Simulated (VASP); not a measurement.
AlP: single point with LDA

Crystal: AlP.

```
Al P
1.0
     0.00000    2.71693    2.70334
     2.71693    0.00000    2.70334
     2.71693    2.71693    0.00000
Al P
1 1
Cartesian
  0.0000 0.0000 0.0000
  4.0754 4.0754 4.0550
```

This cell differs from its parent crystal: z stretched by -0.5 %, x and y held.

```yaml
Program: VASP 6.6.1
Task: single point
Functional: LDA
Potentials_or_basis: VASP PAW LDA potentials, release 64 (Al, P)
Cutoff: 500 eV
k_mesh: 8 × 8 × 8
Occupations: gaussian, width 0.01 eV
Spin: no spin polarisation
```

The pressure is 0.5 GPa and the band gap on the k mesh is 1.37 eV, indirect (least direct gap 3.27 eV).

Stress tensor (GPa, compression positive):
```
0.41 0.00 0.00
0.00 0.41 0.00
0.00 0.00 0.72
```

Levels at points of the mesh, in eV from the valence-band top:
| k point | band 1 | band 2 | band 3 | band 4 | band 5 | band 6 | band 7 | band 8 |
| --- | --- | --- | --- | --- | --- | --- | --- | --- |
| (0.00, 0.00, 0.00) | -11.63 | -0.02 | -0.02 | 0.00 | 3.27 | 4.48 | 4.49 | 4.49 |
| (0.50, 0.00, 0.00) | -9.89 | -5.68 | -0.82 | -0.77 | 2.72 | 4.70 | 4.74 | 8.11 |
| (0.50, 0.50, 0.00) | -9.18 | -5.41 | -2.20 | -2.20 | 1.37 | 2.28 | 11.03 | 11.03 |
| (0.50, 0.00, 0.50) | -9.20 | -5.45 | -2.16 | -2.16 | 1.40 | 2.32 | 10.99 | 11.09 |

Wall time 11 s on 1 thread of AMD EPYC 9R45 96-Core Processor (Zen 5) (shared host), peak memory 0.12 GiB.

Caveat: the cell differs from its parent crystal (z stretched by -0.5 %, x and y held). A k mesh can miss the band edges.
